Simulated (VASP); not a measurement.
N: relaxation of cell and atoms with PBE

N:

```
N
1.0
     5.81510    0.00000    0.00000
     0.00000    5.81510    0.00000
     0.00000    0.00000    5.81510
N
8
Direct
  0.06390 0.06390 0.06390
  0.43610 0.93610 0.56390
  0.56390 0.43610 0.93610
  0.93610 0.56390 0.43610
  0.95414 0.95414 0.95414
  0.54586 0.04586 0.45414
  0.45414 0.54586 0.04586
  0.04586 0.45414 0.54586
```

```yaml
Program: VASP 6.6.1
Task: relaxation of cell and atoms
Functional: PBE
Potentials_or_basis: VASP PAW PBE potentials, release 64 (N)
Cutoff: 600 eV
k_mesh: 4 × 4 × 4
Occupations: gaussian, width 0.02 eV
Spin: no spin polarisation
Dipole_correction: no
Further_INCAR_settings: ALGO = Normal; EDIFF = 1e-06; IBRION = 2; EDIFFG = -0.01; NSW = 100; ISIF = 3
```

```json
{"Relaxed volume": "26.05 Å³/atom", "Relaxed cell": "a = 5.929 Å, b = 5.929 Å, c = 5.929 Å, α = 90.00°, β = 90.00°, γ = 90.00°", "Space group after relaxing (to 0.05 Å)": "P2_13 (No. 198)", "Energy gained by relaxing": "2.2 meV/atom", "Ionic steps": "15", "Pressure after relaxing": "0.0 GPa", "Largest force after relaxing": "0.006 eV/Å", "Band gap on the k mesh": "7.42 eV, indirect (least direct gap 7.43 eV)"}
```

Forces in eV/Å, atoms in the order of the input:
```
N   -0.003 -0.003 -0.003
N    0.003  0.003 -0.003
N   -0.003  0.003  0.003
N    0.003 -0.003  0.003
N   -0.003 -0.003 -0.003
N    0.003  0.003 -0.003
N   -0.003  0.003  0.003
N    0.003 -0.003  0.003
```

The path:
| step | energy change (eV) | largest force (eV/Å) | pressure (GPa) | volume (Å³) |
| --- | --- | --- | --- | --- |
| 1 | 0.0000 | 1.0459 | 1.34 | 196.64 |
| 2 | 2.5510 | 10.6352 | -13.50 | 202.53 |
| 3 | -0.0136 | 0.1751 | -0.10 | 197.00 |
| 4 | -0.0140 | 0.0377 | 0.06 | 196.95 |
| 5 | -0.0140 | 0.0170 | 0.09 | 196.95 |
| 6 | -0.0140 | 0.0164 | 0.11 | 196.94 |
| 7 | -0.0142 | 0.0130 | 0.11 | 197.27 |
| 8 | -0.0148 | 0.0144 | 0.08 | 198.25 |
| 9 | -0.0158 | 0.0357 | 0.03 | 200.22 |
| 10 | -0.0172 | 0.0714 | -0.05 | 204.21 |
| 11 | -0.0174 | 0.1156 | -0.15 | 212.34 |
| 12 | -0.0177 | 0.0869 | -0.09 | 208.21 |
| 13 | -0.0178 | 0.0184 | 0.02 | 208.45 |
| 14 | -0.0178 | 0.0169 | 0.00 | 208.44 |
| 15 | -0.0178 | 0.0059 | 0.00 | 208.42 |

Final structure:
```
N
1.0
     5.92894    0.00000    0.00000
     0.00000    5.92894    0.00000
     0.00000    0.00000    5.92894
N
8
Direct
  0.06213 0.06213 0.06213
  0.43787 0.93787 0.56213
  0.56213 0.43787 0.93787
  0.93787 0.56213 0.43787
  0.95380 0.95380 0.95380
  0.54620 0.04620 0.45380
  0.45380 0.54620 0.04620
  0.04620 0.45380 0.54620
```

Levels at points of the mesh, in eV from the valence-band top:
```
           k point  band 18  band 19  band 20  band 21  band 22  band 23
(0.00, 0.00, 0.00)    -0.01    -0.01    -0.01     7.42     7.42     7.42
(0.50, 0.00, 0.00)    -0.25     0.00     0.00     7.61     7.61     7.88
(0.50, 0.50, 0.00)    -0.14    -0.11    -0.11     7.87     7.87     7.89
(0.50, 0.50, 0.50)    -0.16    -0.16    -0.16     7.89     7.89     7.89
```

Run time: 6.4 min on 1 thread of Intel(R) Xeon(R) Platinum 8259CL CPU @ 2.50GHz (Skylake/Cascade Lake), with other jobs on the host, peak memory 0.33 GiB.

Caveat: the standard files for N, O and F lose accuracy on very short bonds. A k mesh can miss the band edges.
